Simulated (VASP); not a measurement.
Wanted: the native input for a VASP 6.6.1 run.

```yaml
Task: single point
Functional: r2SCAN
Potentials_or_basis: VASP PAW PBE potentials, release 64 (In_d, As)
Cutoff: 520 eV
k_mesh: 11 × 11 × 11
Occupations: fermi-dirac, width 0.1 eV
Spin: no spin polarisation
Dipole_correction: no
Further_INCAR_settings: ALGO = Normal; EDIFF = 1e-06; NBANDS = 16
```

The system is InAs (zincblende type).

```
CELL_PARAMETERS angstrom
0.00000 2.83602 2.83602
2.83602 0.00000 2.83602
2.83602 2.83602 0.00000
ATOMIC_POSITIONS crystal
In 0.00000 0.00000 0.00000
As 0.25000 0.25000 0.25000
```

This cell differs from its parent crystal: volume scaled by 0.8.

These files were run (other wordings do the same):

POSCAR

```
InAs
1.0
    0.0000000000      2.8360163704      2.8360163704
    2.8360163704      0.0000000000      2.8360163704
    2.8360163704      2.8360163704      0.0000000000
In As
1 1
Direct
    0.0000000000      0.0000000000      0.0000000000
    0.2500000000      0.2500000000      0.2500000000
```

INCAR.step1

```
SYSTEM = InAs
PREC     = Accurate       ! precision mode
ENCUT    = 520            ! plane-wave cutoff, eV
ISMEAR   = -1             ! smearing method
SIGMA    = 0.1            ! smearing width, eV
LREAL    = .FALSE.        ! projectors in reciprocal space
LASPH    = .TRUE.         ! aspherical terms in the spheres
NELM     = 60             ! most SCF steps
NBANDS   = 16             ! bands
GGA      = PE             ! functional
ALGO     = Normal         ! electronic algorithm
EDIFF    = 1E-4           ! SCF threshold, eV
LWAVE    = .TRUE.         ! write WAVECAR
LCHARG   = .FALSE.        ! write CHGCAR
```

INCAR.step2

```
SYSTEM = InAs
PREC     = Accurate       ! precision mode
ENCUT    = 520            ! plane-wave cutoff, eV
EDIFF    = 1E-6           ! SCF threshold, eV
ISMEAR   = -1             ! smearing method
SIGMA    = 0.1            ! smearing width, eV
LREAL    = .FALSE.        ! projectors in reciprocal space
LASPH    = .TRUE.         ! aspherical terms in the spheres
NELM     = 60             ! most SCF steps
ALGO     = Normal         ! electronic algorithm
ISIF     = 2              ! what is computed and relaxed
LWAVE    = .FALSE.        ! write WAVECAR
LCHARG   = .TRUE.         ! write CHGCAR
METAGGA  = R2SCAN         ! meta-GGA
LMIXTAU  = .TRUE.       
LELF     = .TRUE.         ! ELF
LVHAR    = .TRUE.       
NBANDS   = 16             ! bands
ISTART   = 1
```

KPOINTS

```
Automatic mesh
0
G
  11 11 11
  0 0 0
```

Potentials or basis: VASP PAW PBE potentials, release 64 (In_d, As).

Run with:

```console
$ cat potpaw_PBE.64/In_d/POTCAR potpaw_PBE.64/As/POTCAR > POTCAR
$ cp INCAR.step1 INCAR
$ mpirun -np 1 vasp_std > vasp.out
$ cp INCAR.step2 INCAR
$ mpirun -np 1 vasp_std > vasp.out
```

Results of the run:

| Property | Result |
| --- | --- |
| Pressure | 21.5 GPa |
| Band gap on the k mesh | 1.30 eV, direct |

Caveat: the PAW data sets were made with another functional, which shifts forces and pressure a little; spin-orbit coupling is left out, which moves the levels of the heavy elements.

Run time: 64 s on 1 thread of Intel(R) Xeon(R) 6975P-C (Granite Rapids) (shared host), peak memory 0.19 GiB.
